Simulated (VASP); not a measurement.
# TcIr (P-6m2) in VASP: a series of runs

TcIr is run at these levels: LDA; tasks: single point, relaxation of volume and atoms at fixed shape.

All numbers are computed with VASP 6.6.1; they aren't measurements. Logs are shortened: lines on timing, memory, paths and dates and some standing lists are left out, and cuts for length are marked.

## (1) The cell of the first run

Symmetry: P-6m2, No. 187, hexagonal system. The conventional cell has a = 2.711 Å, b = 2.711 Å, c = 4.309 Å, α = 90.00°, β = 90.00°, γ = 120.00°. Tc (site symmetry -6m2) has 6 Ir at 2.66 Å and 6 Tc at 2.71 Å within 3.5 Å. Within 3.5 Å of Ir (site symmetry -6m2) lie 6 Tc at 2.66 Å and 6 Ir at 2.71 Å.

## (2) Single point, LDA

INCAR

```
SYSTEM = TcIr
PREC = Accurate
ENCUT = 520
EDIFF = 1E-6
ISMEAR = -1
SIGMA = 0.1
LREAL = .False.
LASPH = .True.
NELM = 100
ALGO = Normal
ISIF = 2
LWAVE = .False.
LCHARG = .False.
NBANDS = 18
```

KPOINTS

```
regular mesh
0
Gamma
  7 7 4
  0 0 0
```

POSCAR

```
TcIr
1.0
    2.7108965221      0.0000000000      0.0000000000
   -1.3554482611      2.3477052552      0.0000000000
    0.0000000000      0.0000000000      4.3093465888
Tc Ir
1 1
Direct
    0.3333333333      0.6666666667      0.0000000000
    0.6666666667      0.3333333333      0.5000000000
```

Potentials or basis: VASP PAW LDA potentials, release 64 (Tc_pv, Ir).

The run is started by

```bash
$ cat potpaw_LDA.64/Tc_pv/POTCAR potpaw_LDA.64/Ir/POTCAR > POTCAR
$ mpirun -np 1 vasp_std > vasp.out
```

OUTCAR:

```text
SYSTEM = TcIr
   PREC = Accurate
   ENCUT = 520
   EDIFF = 1E-6
   ISMEAR = -1
   LREAL = .False.
   LASPH = .True.
   NELM = 100
   ISIF = 2

 ion  position               nearest neighbor table
   1  0.333  0.667  0.000-   2 2.66   2 2.66   2 2.66   2 2.66   2 2.66   2 2.66
   2  0.667  0.333  0.500-   1 2.66   1 2.66   1 2.66   1 2.66   1 2.66   1 2.66

  LATTYP: Found a hexagonal cell.
 ALAT       =     2.7108965221
 C/A-ratio  =     1.5896389086

  Lattice vectors:

 A1 = (   2.7108965221,   0.0000000000,   0.0000000000)
 A2 = (  -1.3554482611,   2.3477052552,   0.0000000000)
 A3 = (   0.0000000000,   0.0000000000,   4.3093465888)

Analysis of symmetry for initial positions (statically):
=====================================================================
 Subroutine PRICEL returns:
 Original cell was already a primitive cell.

 Routine SETGRP: Setting up the symmetry group for a
 hexagonal supercell.

 Subroutine GETGRP returns: Found 12 space group operations
 (whereof 12 operations were pure point group operations)
 out of a pool of 24 trial point group operations.

The static configuration has the point symmetry D_3h.

Analysis of symmetry for dynamics (positions and initial velocities):
=====================================================================
 Subroutine PRICEL returns:
 Original cell was already a primitive cell.

 Routine SETGRP: Setting up the symmetry group for a
 hexagonal supercell.

 Subroutine GETGRP returns: Found 12 space group operations
 (whereof 12 operations were pure point group operations)
 out of a pool of 24 trial point group operations.

The dynamic configuration has the point symmetry D_3h.

 Subroutine INISYM returns: Found 12 space group operations
 (whereof 12 operations are pure point group operations),
 and found     1 'primitive' translations

----------------------------------------------------------------------------------------

                                     Primitive cell

  volume of cell :      27.4263

  direct lattice vectors                    reciprocal lattice vectors
     2.710896522  0.000000000  0.000000000     0.368881657  0.212973924  0.000000000
    -1.355448261  2.347705255  0.000000000     0.000000000  0.425947847  0.000000000
     0.000000000  0.000000000  4.309346589     0.000000000  0.000000000  0.232053742

  length of vectors
     2.710896522  2.710896522  4.309346589     0.425947848  0.425947847  0.232053742

  position of ions in fractional coordinates (direct lattice)
     0.333333333  0.666666667  0.000000000
     0.666666667  0.333333333  0.500000000

  ion indices of the primitive-cell ions
   primitive index   ion index
                 1           1
                 2           2

----------------------------------------------------------------------------------------

 KPOINTS: regular mesh

Automatic generation of k-mesh.
 Grid dimensions read from file:
 generate k-points for:    7    7    4

 Generating k-lattice:

  Cartesian coordinates                     Fractional coordinates (reciprocal lattice)
     0.052697380  0.030424846  0.000000000     0.142857143  0.000000000  0.000000000
     0.000000000  0.060849692  0.000000000     0.000000000  0.142857143  0.000000000
     0.000000000  0.000000000  0.058013435     0.000000000  0.000000000  0.250000000

  Length of vectors
     0.060849693  0.060849692  0.058013435

  Shift w.r.t. Gamma in fractional coordinates (k-lattice)
     0.000000000  0.000000000  0.000000000

 Subroutine IBZKPT returns following result:
 ===========================================

 Found     24 irreducible k-points:

 Following reciprocal coordinates:
            Coordinates               Weight
  0.000000  0.000000  0.000000      1.000000
  0.142857  0.000000  0.000000      6.000000
  0.285714  0.000000  0.000000      6.000000
  0.428571  0.000000  0.000000      6.000000
  0.142857  0.142857  0.000000      6.000000
  0.285714  0.142857  0.000000     12.000000
[... 16 lines left out ...]
  0.428571  0.142857  0.500000      6.000000
  0.285714  0.285714  0.500000      6.000000
   k-points           NKPTS =     24   k-points in BZ     NKDIM =     24   number of bands    NBANDS=     18
   number of dos      NEDOS =    301   number of ions     NIONS =      2
   total plane-waves  NPLWV =  12800
   dimension x,y,z NGX =    20 NGY =   20 NGZ =   32
   dimension x,y,z NGXF=    40 NGYF=   40 NGZF=   64
   ions per type =               1   1
   NGX,Y,Z   is equivalent  to a cutoff of  12.27, 12.27, 12.34 a.u.
   NGXF,Y,Z  is equivalent  to a cutoff of  24.53, 24.53, 24.69 a.u.
 SYSTEM =  TcIr
   PREC   = accura    normal or accurate (medium, high low for compatibility)
   ISTART =      0    job   : 0-new  1-cont  2-samecut
   ICHARG =      2    charge: 1-file 2-atom 10-const
   ISPIN  =      1    spin polarized calculation?
   LNONCOLLINEAR =      F non collinear calculations
   LSORBIT =      F    spin-orbit coupling
   LASPH  =      T    aspherical Exc in radial PAW
   ENCUT  =  520.0 eV  38.22 Ry    6.18 a.u.   5.04  5.04  8.01*2*pi/ulx,y,z
   NELM   =    100;   NELMIN=  2; NELMDL= -5     # of ELM steps
   EDIFF  = 0.1E-05   stopping-criterion for ELM
   LREAL  =      F    real-space projection
   EDIFFG = 0.1E-04   stopping-criterion for IOM
   NSW    =      0    number of steps for IOM
   IBRION =     -1    ionic relax: 0-MD 1-quasi-New 2-CG
   NFREE  =      0    steps in history (QN), initial steepest desc. (CG)
   ISIF   =      2    stress and relaxation
   ISYM   =      2    0-nonsym 1-usesym 2-fastsym
   POTIM  = 0.5000    time-step for ionic-motion
   TEBEG  =    0.0;   TEEND  =   0.0 temperature during run
   PSTRESS=    0.0 pullay stress
   NELECT =      22.0000    total number of electrons
   NUPDOWN=      -1.0000    fix difference up-down
   EMIN   =  10.00;   EMAX   =-10.00  energy-range for DOS
   EFERMI =   0.00;   METHOD = LEGACY
   ISMEAR =    -1;   SIGMA  =   0.10  broadening in eV -4-tet -1-fermi 0-gaus
   EFERMI_NEDOS =   21; number of points for ismear=-14 and -15
   IALGO  =     38    algorithm
   IMIX   =      4    mixing-type and parameters
     AMIX     =   0.40;   BMIX     =  1.00
     AMIX_MAG =   1.60;   BMIX_MAG =  1.00
  volume/ion in A,a.u.               =      13.71        92.54
  Fermi-wavevector in a.u.,A,eV,Ry     =   1.521107  2.874475 31.480702  2.313766
  Thomas-Fermi vector in A             =   2.629867
   LORBIT       =      0    0 simple, 1 ext, 2 COOP (PROOUT), +10 PAW based schemes
   GGA     = CA    functional components
   LHFCALC =     F    Hartree Fock is set to
   AEXX    =    0.0000 exact exchange contribution
   IVDW    =     0    specifies the selected vdW correction
   LEPSILON=     F    determine dielectric tensor
   LRPA    =     F    only Hartree local field effects (RPA)
 non-spin polarized calculation
  energy-cutoff  :      520.00
  volume of cell :       27.43
 maximum number of plane-waves:       752
   NGX = 11   NGY = 11   NGZ = 17

 number of electron      22.0000006 magnetization

 Free energy of the ion-electron system (eV)
  ---------------------------------------------------
  ext. energy  EPLUGINS =         0.00000000
  ---------------------------------------------------
  free energy    TOTEN  =       -22.52259666 eV

  energy without entropy =      -22.47239993  energy(sigma->0) =      -22.49749830

 E-fermi :  12.2977     XC(G=0): -14.3039

 val. band max:       12.2212207247   @ k =   0.2857   0.1429   0.0000
 cond. band min:      12.3771153110   @ k =   0.4286   0.1429   0.5000
 fundamental gap:      0.1558945863
 Fermi energy:        12.2976894316

 k-point     1 :       0.0000    0.0000    0.0000
  band No.  band energies     occupation
      1     -26.9428      2.00000
      2     -26.2843      2.00000
      3     -26.2843      2.00000
      4       2.1645      2.00000
      5       5.1795      2.00000
      6       8.5917      2.00000
[... 10 lines left out ...]
     17      26.3384      0.00000
     18      28.7784      0.00000

 k-point     2 :       0.1429    0.0000    0.0000
  band No.  band energies     occupation
      1     -26.9171      2.00000
      2     -26.4908      2.00000
      3     -26.3311      2.00000
      4       2.9623      2.00000
      5       5.7299      2.00000
      6       7.9246      2.00000
[... 10 lines left out ...]
     17      27.6635      0.00000
     18      29.5772      0.00000

 k-point     3 :       0.2857    0.0000    0.0000
  band No.  band energies     occupation
      1     -26.9389      2.00000
      2     -26.8588      2.00000
      3     -26.4351      2.00000
      4       4.6080      2.00000
      5       6.1146      2.00000
      6       7.2154      2.00000
[... 10 lines left out ...]
     17      24.9898      0.00000
     18      27.7408      0.00000

 k-point     4 :       0.4286    0.0000    0.0000
  band No.  band energies     occupation
      1     -27.2838      2.00000
      2     -26.8116      2.00000
      3     -26.5173      2.00000
      4       4.8371      2.00000
      5       6.0307      2.00000
      6       6.1361      2.00000
[... 10 lines left out ...]
     17      23.5044      0.00000
     18      24.9520      0.00000

 k-point     5 :       0.1429    0.1429    0.0000
  band No.  band energies     occupation
      1     -26.8751      2.00000
      2     -26.7874      2.00000
      3     -26.4372      2.00000
      4       4.3329      2.00000
      5       6.4595      2.00000
      6       7.1794      2.00000
[... 10 lines left out ...]
     17      27.0864      0.00000
     18      27.6363      0.00000

 k-point     6 :       0.2857    0.1429    0.0000
  band No.  band energies     occupation
      1     -27.1244      2.00000
      2     -26.8221      2.00000
      3     -26.5898      2.00000
      4       5.5857      2.00000
      5       6.4158      2.00000
      6       6.4917      2.00000
[... 10 lines left out ...]
     17      23.0996      0.00000
     18      24.4357      0.00000

 k-point     7 :       0.4286    0.1429    0.0000
  band No.  band energies     occupation
      1     -27.2690      2.00000
      2     -26.7983      2.00000
      3     -26.6587      2.00000
      4       5.4213      2.00000
      5       5.8831      2.00000
      6       6.5762      2.00000
[... 10 lines left out ...]
     17      23.3338      0.00000
     18      25.0114      0.00000

 k-point     8 :       0.2857    0.2857    0.0000
  band No.  band energies     occupation
      1     -27.1303      2.00000
      2     -26.8601      2.00000
      3     -26.7923      2.00000
      4       5.9057      2.00000
      5       6.5989      2.00000
      6       7.2228      2.00000
[... 10 lines left out ...]
     17      24.4373      0.00000
     18      26.2344      0.00000
[... 229 lines left out ...]
     17      27.1356      0.00000
     18      28.6535      0.00000

 k-point    20 :       0.4286    0.0000    0.5000
  band No.  band energies     occupation
      1     -27.2739      2.00000
      2     -26.8071      2.00000
      3     -26.5203      2.00000
      4       4.7961      2.00000
      5       5.4429      2.00000
      6       6.7189      2.00000
[... 10 lines left out ...]
     17      24.1714      0.00000
     18      28.5560      0.00000

 k-point    21 :       0.1429    0.1429    0.5000
  band No.  band energies     occupation
      1     -26.8909      2.00000
      2     -26.7825      2.00000
      3     -26.4387      2.00000
      4       5.3325      2.00000
      5       6.4949      2.00000
      6       6.9720      2.00000
[... 10 lines left out ...]
     17      27.7177      0.00000
     18      29.1974      0.00000

 k-point    22 :       0.2857    0.1429    0.5000
  band No.  band energies     occupation
      1     -27.1164      2.00000
      2     -26.8210      2.00000
      3     -26.5912      2.00000
      4       5.5455      2.00000
      5       5.9397      2.00000
      6       7.0415      2.00000
[... 10 lines left out ...]
     17      25.9889      0.00000
     18      27.8188      0.00000

 k-point    23 :       0.4286    0.1429    0.5000
  band No.  band energies     occupation
      1     -27.2602      2.00000
      2     -26.7899      2.00000
      3     -26.6601      2.00000
      4       5.3365      2.00000
      5       5.7107      2.00000
      6       6.8722      2.00000
[... 10 lines left out ...]
     17      23.6550      0.00000
     18      26.6754      0.00000

 k-point    24 :       0.2857    0.2857    0.5000
  band No.  band energies     occupation
      1     -27.1239      2.00000
      2     -26.8587      2.00000
      3     -26.7823      2.00000
      4       6.3101      2.00000
      5       6.3296      2.00000
      6       7.3217      2.00000
[... 10 lines left out ...]
     17      24.1029      0.00000
     18      24.6902      0.00000

------------------------ aborting loop because EDIFF is reached ----------------------------------------

  FORCE on cell =-STRESS in cart. coord.  units (eV):
  Direction    XX          YY          ZZ          XY          YZ          ZX
  --------------------------------------------------------------------------------------
  -------------------------------------------------------------------------------------
  Total       -0.0521907     -0.0521907      0.8390292      0.0000000      0.0000000     -0.0000000
  in kB       -3.0488483     -3.0488483     49.0139532      0.0000000      0.0000000     -0.0000000
  external PRESSURE =      14.3054189 kB  Pullay stress =       0.0000000 kB

 VOLUME and BASIS-vectors are now :
 -----------------------------------------------------------------------------
  energy-cutoff  :      520.00
  volume of cell :       27.43
      direct lattice vectors                 reciprocal lattice vectors
     2.710896522  0.000000000  0.000000000     0.368881657  0.212973924  0.000000000
    -1.355448261  2.347705255  0.000000000     0.000000000  0.425947847  0.000000000
     0.000000000  0.000000000  4.309346589     0.000000000  0.000000000  0.232053742

 POSITION                                       TOTAL-FORCE (eV/Angst)
 -----------------------------------------------------------------------------------
     -0.00000      1.56514      0.00000         0.000000      0.000000      0.000000
      1.35545      0.78257      2.15467        -0.000000      0.000000      0.000000
 -----------------------------------------------------------------------------------
    total drift:                                0.000000     -0.000000     -0.000000

  FREE ENERGIE OF THE ION-ELECTRON SYSTEM (eV)
  ---------------------------------------------------
  free  energy   TOTEN  =       -22.5225966622 eV

  energy  without entropy=      -22.4723999301  energy(sigma->0) =      -22.49749830
```

It took 6.1 s on 1 thread of Intel Xeon Platinum 8488C (Sapphire Rapids), shared host; peak memory 0.13 GiB.

What came out:

* Free energy: -22.5226 eV
* Pressure: 1.4 GPa
* Band gap on the k mesh: zero (band 11 reaches 13.44 eV, above the bottom of band 12 at 10.55 eV)

Caveat: the k points lie up to 0.38 Å⁻¹ apart; spin-orbit coupling is left out, which moves the levels of the heavy elements.

## (3) Relaxation of volume and atoms at fixed shape, LDA

This run uses another cell than the first one, of 14.16 Å³/atom, 1.032 times its volume.

INCAR

```
PREC = Accurate ; ENCUT = 600
EDIFF = 1E-7 ; ISMEAR = -1
SIGMA = 0.1 ; LREAL = F
LASPH = T ; NELM = 60
ALGO = Normal ; ISIF = 8
LWAVE = F ; LCHARG = F
GGA = CA ; IBRION = 2
NSW = 60 ; EDIFFG = -0.03
```

KPOINTS

```
Automatic mesh
0
Gamma
  7 7 4
```

POSCAR

```
TcIr
1.0
    2.7399060000      0.0000000000      0.0000000000
   -1.3699530000      2.3728280000      0.0000000000
    0.0000000000      0.0000000000      4.3554610000
Tc Ir
1 1
Direct
    0.3333333333      0.6666666667      0.0000000000
    0.6666666667      0.3333333333      0.5000000000
```

Potentials or basis: VASP PAW LDA potentials, release 64 (Tc_pv, Ir).

The run is started by

```bash
$ cat potpaw_LDA.64/Tc_pv/POTCAR potpaw_LDA.64/Ir/POTCAR > POTCAR
$ mpirun -np 1 vasp_std > vasp.out
```

It took 21 s on 1 thread of Intel Xeon Platinum 8488C (Sapphire Rapids), shared host; peak memory 0.15 GiB.

Results (log left out):

* Free energy: -22.5237 eV
* Relaxed volume: 13.77 Å³/atom
* Relaxed cell: a = 2.715 Å, b = 2.715 Å, c = 4.315 Å, α = 90.00°, β = 90.00°, γ = 120.00°
* Space group after relaxing (to 0.05 Å): P-6m2 (No. 187)
* Energy gained by relaxing: 12.5 meV/atom
* Ionic steps: 4
* Pressure after relaxing: -0.1 GPa
* Band gap on the k mesh: zero (band 11 reaches 13.35 eV, above the bottom of band 12 at 10.49 eV)

Stress tensor (GPa, compression positive):
```
-1.75  0.00  0.00
 0.00 -1.75  0.00
 0.00  0.00  3.33
```

The path:
```csv
step,energy change (eV),largest force (eV/Å),pressure (GPa),volume (Å³)
1,0.0000,0.0000,-10.04,28.32
2,0.3630,0.0000,50.80,24.83
3,-0.0250,0.0000,-0.51,27.57
4,-0.0251,0.0000,-0.06,27.54
```

Final structure:
```yaml
crystal:
  lattice:
    - [2.71466, 0.00000, 0.00000]
    - [-1.35733, 2.35096, 0.00000]
    - [0.00000, 0.00000, 4.31533]
  atoms:
    - { symbol: Tc, position: [0.33333, 0.66667, 0.00000] }
    - { symbol: Ir, position: [0.66667, 0.33333, 0.50000] }
```

Levels at points of the mesh, in eV from the Fermi level:
```tsv
k point	band 7	band 8	band 9	band 10	band 11	band 12	band 13	band 14	band 15
(0.00, 0.00, 0.00)	-3.68	-2.83	-1.90	-1.90	-1.73	-1.73	0.47	1.49	1.49
(0.00, 0.00, 0.50)	-3.94	-3.94	-2.87	-2.83	-2.83	0.15	0.15	1.16	1.16
```

Caveat: the k points lie up to 0.38 Å⁻¹ apart in the final cell; spin-orbit coupling is left out, which moves the levels of the heavy elements.
